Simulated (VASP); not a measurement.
# AlN (P6_3mc) in VASP: a series of runs

The runs below take AlN through single point, with PBE, LDA.

All numbers are computed with VASP 6.6.1; they aren't measurements. Logs are shortened: lines on timing, memory, paths and dates and some standing lists are left out, and cuts for length are marked.

## Step 1: The cell of the first run

The structure is hexagonal, space group P6_3mc (No. 186). The conventional cell has a = 3.114 Å, b = 3.114 Å, c = 4.983 Å, α = 90.00°, β = 90.00°, γ = 120.00°. Al (site symmetry 3m) has 4 N at 1.89 to 1.90 Å within 2.5 Å. Within 2.5 Å of N (site symmetry 3m) lie 4 Al at 1.89 to 1.90 Å.

## Step 2: Single point, PBE

File INCAR:

```
SYSTEM = AlN
ALGO = Normal
EDIFF = 1E-6
ENCUT = 600
GGA = PE
GGA_COMPAT = .FALSE.
ISIF = 2
ISMEAR = 0
LASPH = .TRUE.
LCHARG = .TRUE.
LELF = .TRUE.
LREAL = .FALSE.
LVHAR = .TRUE.
LWAVE = .FALSE.
NBANDS = 16
NELM = 120
PREC = Accurate
SIGMA = 0.01
```

File KPOINTS:

```
k-points
0
G
  8 8 6
  0 0 0
```

File POSCAR:

```
AlN
1.0
    3.1137541851      0.0000000000      0.0000000000
   -1.5568770926      2.6965902255      0.0000000000
    0.0000000000      0.0000000000      4.9832977840
Al N
2 2
Direct
    0.3333333333      0.6666666667     -0.0000165867
    0.6666666667      0.3333333333      0.4999834133
    0.3333333333      0.6666666667      0.3820165867
    0.6666666667      0.3333333333      0.8820165867
```

Potentials or basis: VASP PAW PBE potentials, release 64 (Al, N).

Run with:

```console
cat potpaw_PBE.64/Al/POTCAR potpaw_PBE.64/N/POTCAR > POTCAR
mpirun -np 1 vasp_std > vasp.out
```

OUTCAR:

```text
SYSTEM = AlN
   EDIFF = 1E-6
   ENCUT = 600
   GGA = PE
   ISIF = 2
   ISMEAR = 0
   LASPH = .TRUE.
   LREAL = .FALSE.
   NELM = 120
   PREC = Accurate

 ion  position               nearest neighbor table
   1  0.333  0.667  1.000-   4 1.89   4 1.89   4 1.89   3 1.90   2 3.07   2 3.07   2 3.07   2 3.07
                             2 3.07   2 3.07
   2  0.667  0.333  0.500-   3 1.89   3 1.89   3 1.89   4 1.90   1 3.07   1 3.07   1 3.07   1 3.07
                             1 3.07   1 3.07
   3  0.333  0.667  0.382-   2 1.89   2 1.89   2 1.89   1 1.90
   4  0.667  0.333  0.882-   1 1.89   1 1.89   1 1.89   2 1.90

  LATTYP: Found a hexagonal cell.
 ALAT       =     3.1137541851
 C/A-ratio  =     1.6004146403

  Lattice vectors:

 A1 = (   3.1137541851,   0.0000000000,   0.0000000000)
 A2 = (  -1.5568770926,   2.6965902255,   0.0000000000)
 A3 = (   0.0000000000,   0.0000000000,   4.9832977840)

Analysis of symmetry for initial positions (statically):
=====================================================================
 Subroutine PRICEL returns:
 Original cell was already a primitive cell.

 Routine SETGRP: Setting up the symmetry group for a
 hexagonal supercell.

 Subroutine GETGRP returns: Found 12 space group operations
 (whereof  6 operations were pure point group operations)
 out of a pool of 24 trial point group operations.

The static configuration has the point symmetry C_3v.
 The point group associated with its full space group is C_6v.

Analysis of symmetry for dynamics (positions and initial velocities):
=====================================================================
 Subroutine PRICEL returns:
 Original cell was already a primitive cell.

 Routine SETGRP: Setting up the symmetry group for a
 hexagonal supercell.

 Subroutine GETGRP returns: Found 12 space group operations
 (whereof  6 operations were pure point group operations)
 out of a pool of 24 trial point group operations.

The dynamic configuration has the point symmetry C_3v.
 The point group associated with its full space group is C_6v.

 Subroutine INISYM returns: Found 12 space group operations
 (whereof  6 operations are pure point group operations),
 and found     1 'primitive' translations

----------------------------------------------------------------------------------------

                                     Primitive cell

  volume of cell :      41.8424

  direct lattice vectors                    reciprocal lattice vectors
     3.113754185  0.000000000  0.000000000     0.321155731  0.185419347  0.000000000
    -1.556877093  2.696590226  0.000000000     0.000000000  0.370838695  0.000000000
     0.000000000  0.000000000  4.983297784     0.000000000  0.000000000  0.200670328

  length of vectors
     3.113754185  3.113754185  4.983297784     0.370838695  0.370838695  0.200670328

  position of ions in fractional coordinates (direct lattice)
     0.333333333  0.666666667  0.999983413
     0.666666667  0.333333333  0.499983413
     0.333333333  0.666666667  0.382016587
     0.666666667  0.333333333  0.882016587

  ion indices of the primitive-cell ions
   primitive index   ion index
                 1           1
                 2           2
                 3           3
                 4           4

----------------------------------------------------------------------------------------

 KPOINTS: k-points

Automatic generation of k-mesh.
 Grid dimensions read from file:
 generate k-points for:    8    8    6

 Generating k-lattice:

  Cartesian coordinates                     Fractional coordinates (reciprocal lattice)
     0.040144466  0.023177418  0.000000000     0.125000000  0.000000000  0.000000000
     0.000000000  0.046354837  0.000000000     0.000000000  0.125000000  0.000000000
     0.000000000  0.000000000  0.033445055     0.000000000  0.000000000  0.166666667

  Length of vectors
     0.046354837  0.046354837  0.033445055

  Shift w.r.t. Gamma in fractional coordinates (k-lattice)
     0.000000000  0.000000000  0.000000000

 Subroutine IBZKPT returns following result:
 ===========================================

 Found     40 irreducible k-points:

 Following reciprocal coordinates:
            Coordinates               Weight
  0.000000  0.000000  0.000000      1.000000
  0.125000  0.000000  0.000000      6.000000
  0.250000  0.000000  0.000000      6.000000
  0.375000 -0.000000  0.000000      6.000000
  0.500000  0.000000  0.000000      3.000000
  0.125000  0.125000  0.000000      6.000000
[... 16 lines left out ...]
  0.250000  0.000000  0.333333     12.000000
  0.375000 -0.000000  0.333333     12.000000
 [... further k-points ...]
   k-points           NKPTS =     40   k-points in BZ     NKDIM =     40   number of bands    NBANDS=     16
   number of dos      NEDOS =    301   number of ions     NIONS =      4
   total plane-waves  NPLWV =  31360
   dimension x,y,z NGX =    28 NGY =   28 NGZ =   40
   dimension x,y,z NGXF=    56 NGYF=   56 NGZF=   80
   ions per type =               2   2
   NGX,Y,Z   is equivalent  to a cutoff of  14.95, 14.95, 13.34 a.u.
   NGXF,Y,Z  is equivalent  to a cutoff of  29.90, 29.90, 26.69 a.u.
 SYSTEM =  AlN
   PREC   = accura    normal or accurate (medium, high low for compatibility)
   ISTART =      0    job   : 0-new  1-cont  2-samecut
   ICHARG =      2    charge: 1-file 2-atom 10-const
   ISPIN  =      1    spin polarized calculation?
   LNONCOLLINEAR =      F non collinear calculations
   LSORBIT =      F    spin-orbit coupling
   LASPH  =      T    aspherical Exc in radial PAW
   ENCUT  =  600.0 eV  44.10 Ry    6.64 a.u.   6.22  6.22  9.95*2*pi/ulx,y,z
   NELM   =    120;   NELMIN=  2; NELMDL= -5     # of ELM steps
   EDIFF  = 0.1E-05   stopping-criterion for ELM
   LREAL  =      F    real-space projection
   EDIFFG = 0.1E-04   stopping-criterion for IOM
   NSW    =      0    number of steps for IOM
   IBRION =     -1    ionic relax: 0-MD 1-quasi-New 2-CG
   NFREE  =      0    steps in history (QN), initial steepest desc. (CG)
   ISIF   =      2    stress and relaxation
   ISYM   =      2    0-nonsym 1-usesym 2-fastsym
   POTIM  = 0.5000    time-step for ionic-motion
   TEBEG  =    0.0;   TEEND  =   0.0 temperature during run
   PSTRESS=    0.0 pullay stress
   NELECT =      16.0000    total number of electrons
   NUPDOWN=      -1.0000    fix difference up-down
   EMIN   =  10.00;   EMAX   =-10.00  energy-range for DOS
   EFERMI =   0.00;   METHOD = LEGACY
   ISMEAR =     0;   SIGMA  =   0.01  broadening in eV -4-tet -1-fermi 0-gaus
   EFERMI_NEDOS =   21; number of points for ismear=-14 and -15
   IALGO  =     38    algorithm
   IMIX   =      4    mixing-type and parameters
     AMIX     =   0.40;   BMIX     =  1.00
     AMIX_MAG =   1.60;   BMIX_MAG =  1.00
  volume/ion in A,a.u.               =      10.46        70.59
  Fermi-wavevector in a.u.,A,eV,Ry     =   1.188254  2.245475 19.210728  1.411949
  Thomas-Fermi vector in A             =   2.324388
   LORBIT       =      0    0 simple, 1 ext, 2 COOP (PROOUT), +10 PAW based schemes
   GGA     = PE    functional components
   LHFCALC =     F    Hartree Fock is set to
   AEXX    =    0.0000 exact exchange contribution
   IVDW    =     0    specifies the selected vdW correction
   LEPSILON=     F    determine dielectric tensor
   LRPA    =     F    only Hartree local field effects (RPA)
 non-spin polarized calculation
 Gauss-broadening in eV      SIGMA  =   0.01
  energy-cutoff  :      600.00
  volume of cell :       41.84
 maximum number of plane-waves:      1412
 NGX is ok and might be reduce to    28
   NGX = 13   NGY = 13   NGZ = 19

 number of electron      15.9999999 magnetization

 Free energy of the ion-electron system (eV)
  ---------------------------------------------------
  ext. energy  EPLUGINS =         0.00000000
  ---------------------------------------------------
  free energy    TOTEN  =       -29.77637731 eV

  energy without entropy =      -29.77637731  energy(sigma->0) =      -29.77637731

 E-fermi :   6.2688     XC(G=0): -10.9028

 val. band max:        6.1442529622   @ k =   0.0000   0.0000   0.0000
 cond. band min:      10.3297101212   @ k =   0.0000   0.0000   0.0000
 fundamental gap:      4.1854571590
 Fermi energy:         6.2687976262

 k-point     1 :       0.0000    0.0000    0.0000
  band No.  band energies     occupation
      1      -9.0417      2.00000
      2      -6.8988      2.00000
      3       0.1542      2.00000
      4       5.2678      2.00000
      5       5.2678      2.00000
      6       5.9192      2.00000
[... 8 lines left out ...]
     15      19.2526      0.00000
     16      19.2526      0.00000

 k-point     2 :       0.1250    0.0000    0.0000
  band No.  band energies     occupation
      1      -8.8446      2.00000
      2      -6.7893      2.00000
      3       0.3895      2.00000
      4       4.4011      2.00000
      5       5.0260      2.00000
      6       5.0976      2.00000
[... 8 lines left out ...]
     15      18.9638      0.00000
     16      19.2080      0.00000

 k-point     3 :       0.2500    0.0000    0.0000
  band No.  band energies     occupation
      1      -8.2951      2.00000
      2      -6.5313      2.00000
      3       1.0657      2.00000
      4       2.6831      2.00000
      5       3.6733      2.00000
      6       4.5628      2.00000
[... 8 lines left out ...]
     15      18.2278      0.00000
     16      19.4027      0.00000

 k-point     4 :       0.3750   -0.0000    0.0000
  band No.  band energies     occupation
      1      -7.5525      2.00000
      2      -6.3461      2.00000
      3       1.2414      2.00000
      4       2.0550      2.00000
      5       2.4742      2.00000
      6       4.1850      2.00000
[... 8 lines left out ...]
     15      18.3825      0.00000
     16      20.9739      0.00000

 k-point     5 :       0.5000    0.0000    0.0000
  band No.  band energies     occupation
      1      -7.0821      2.00000
      2      -6.3882      2.00000
      3       0.6921      2.00000
      4       1.9740      2.00000
      5       2.7987      2.00000
      6       4.0443      2.00000
[... 8 lines left out ...]
     15      18.9382      0.00000
     16      21.2544      0.00000

 k-point     6 :       0.1250    0.1250    0.0000
  band No.  band energies     occupation
      1      -8.4704      2.00000
      2      -6.6041      2.00000
      3       0.8461      2.00000
      4       3.4714      2.00000
      5       3.6457      2.00000
      6       4.8807      2.00000
[... 8 lines left out ...]
     15      18.7254      0.00000
     16      19.3388      0.00000
[... 267 lines left out ...]
 k-point    21 :       0.0000    0.0000    0.3333
  band No.  band energies     occupation
      1      -8.6276      2.00000
      2      -7.5978      2.00000
      3       1.4956      2.00000
      4       4.2502      2.00000
      5       5.4235      2.00000
      6       5.4235      2.00000
[... 8 lines left out ...]
     15      18.1575      0.00000
     16      18.1575      0.00000

 k-point    22 :       0.1250    0.0000    0.3333
  band No.  band energies     occupation
      1      -8.4419      2.00000
      2      -7.4500      2.00000
      3       1.5933      2.00000
      4       3.8883      2.00000
      5       4.7483      2.00000
      6       5.2231      2.00000
[... 8 lines left out ...]
     15      18.3831      0.00000
     16      18.5380      0.00000

 k-point    23 :       0.2500    0.0000    0.3333
  band No.  band energies     occupation
      1      -7.9317      2.00000
      2      -7.0688      2.00000
      3       1.5897      2.00000
      4       2.6894      2.00000
      5       3.7384      2.00000
      6       4.8167      2.00000
[... 8 lines left out ...]
     15      18.4896      0.00000
     16      19.3532      0.00000

 k-point    24 :       0.3750   -0.0000    0.3333
  band No.  band energies     occupation
      1      -7.2724      2.00000
      2      -6.6686      2.00000
      3       0.8605      2.00000
      4       1.4974      2.00000
      5       3.7184      2.00000
      6       4.4719      2.00000
[... 8 lines left out ...]
     15      18.3556      0.00000
     16      20.2583      0.00000

 [... further k-points ...]
[... 5 lines left out ...]
  --------------------------------------------------------------------------------------
  -------------------------------------------------------------------------------------
  Total        0.7976131      0.7976131      0.8386098     -0.0000000      0.0000000      0.0000000
  in kB       30.5412455     30.5412455     32.1110401     -0.0000000      0.0000000      0.0000000
  external PRESSURE =      31.0645104 kB  Pullay stress =       0.0000000 kB

 VOLUME and BASIS-vectors are now :
 -----------------------------------------------------------------------------
  energy-cutoff  :      600.00
  volume of cell :       41.84
      direct lattice vectors                 reciprocal lattice vectors
     3.113754185  0.000000000  0.000000000     0.321155731  0.185419347  0.000000000
    -1.556877093  2.696590226  0.000000000     0.000000000  0.370838695  0.000000000
     0.000000000  0.000000000  4.983297784     0.000000000  0.000000000  0.200670328

 POSITION                                       TOTAL-FORCE (eV/Angst)
 -----------------------------------------------------------------------------------
     -0.00000      1.79773      4.98322         0.000000     -0.000000      0.005283
      1.55688      0.89886      2.49157        -0.000000     -0.000000      0.005283
     -0.00000      1.79773      1.90370         0.000000     -0.000000     -0.005283
      1.55688      0.89886      4.39535        -0.000000      0.000000     -0.005283
 -----------------------------------------------------------------------------------
    total drift:                               -0.000000      0.000000      0.000528

  FREE ENERGIE OF THE ION-ELECTRON SYSTEM (eV)
  ---------------------------------------------------
  free  energy   TOTEN  =       -29.7763773148 eV

  energy  without entropy=      -29.7763773148  energy(sigma->0) =      -29.77637731
```

It took 16 s on 1 thread of Intel Xeon 6975P-C (Granite Rapids), shared host; peak memory 0.18 GiB.

Results:

| Quantity | Value |
| --- | --- |
| Free energy | -29.7764 eV |
| Pressure | 3.1 GPa |
| Largest force | 0.005 eV/Å |
| Band gap on the k mesh | 4.19 eV, direct |

Forces on the atoms (eV/Å):
```
Al   0.000  0.000  0.005
Al   0.000  0.000  0.005
N    0.000  0.000 -0.005
N    0.000  0.000 -0.005
```

Levels at points of the mesh, in eV from the valence-band top:
```tsv
k point	band 6	band 7	band 8	band 9	band 10	band 11
(0.00, 0.00, 0.00)	-0.23	-0.23	0.00	4.19	6.63	10.60
(0.50, 0.00, 0.00)	-2.10	-1.78	-0.70	5.80	5.80	8.16
(0.00, 0.00, 0.50)	-0.56	-0.56	-0.56	6.44	6.44	10.30
(0.50, 0.00, 0.50)	-1.48	-1.37	-1.37	5.30	5.30	9.24
```

## Step 3: Single point, LDA

File INCAR:

```
SYSTEM = AlN
PREC     = Accurate       ! precision mode
ENCUT    = 600            ! plane-wave cutoff, eV
EDIFF    = 1E-6           ! SCF threshold, eV
ISMEAR   = 0              ! smearing method
SIGMA    = 0.01           ! smearing width, eV
LREAL    = .FALSE.        ! projectors in reciprocal space
LASPH    = .TRUE.         ! aspherical terms in the spheres
NELM     = 120            ! most SCF steps
ALGO     = Normal         ! electronic algorithm
ISIF     = 2              ! what is computed and relaxed
LWAVE    = .FALSE.        ! write WAVECAR
LCHARG   = .FALSE.        ! write CHGCAR
NBANDS   = 16             ! bands
GGA_COMPAT= .FALSE.
```

File KPOINTS:

```
regular mesh
0
G
  8 8 6
  0 0 0
```

POSCAR is that of step 2.

Potentials or basis: VASP PAW LDA potentials, release 64 (Al, N).

Run with:

```console
cat potpaw_LDA.64/Al/POTCAR potpaw_LDA.64/N/POTCAR > POTCAR
mpirun -np 1 vasp_std > vasp.out
```

It took 13 s on 1 thread of Intel Xeon 6975P-C (Granite Rapids), shared host; peak memory 0.16 GiB.

It converged, with:

- Free energy: -32.8309 eV
- Pressure: -4.4 GPa
- Largest force: 0.013 eV/Å
- Band gap on the k mesh: 4.21 eV, direct

Forces in eV/Å, atoms in the order of the input:
```
Al   0.000  0.000  0.013
Al   0.000  0.000  0.013
N    0.000  0.000 -0.013
N    0.000  0.000 -0.013
```

Stress tensor (GPa, compression positive):
```
-4.52  0.00  0.00
 0.00 -4.52  0.00
 0.00  0.00 -4.24
```

Levels at points of the mesh, in eV from the valence-band top:
```
           k point  band 6  band 7  band 8  band 9  band 10  band 11
(0.00, 0.00, 0.00)   -0.22   -0.22    0.00    4.21     6.52    10.46
(0.50, 0.00, 0.00)   -2.12   -1.81   -0.71    5.64     5.68     8.06
(0.00, 0.00, 0.50)   -0.56   -0.56   -0.56    6.40     6.40    10.12
(0.50, 0.00, 0.50)   -1.49   -1.38   -1.38    5.18     5.18     9.06
```

A k mesh can miss the band edges. Expect the measured gap to be larger: semilocal functionals such as LDA lack the derivative discontinuity.
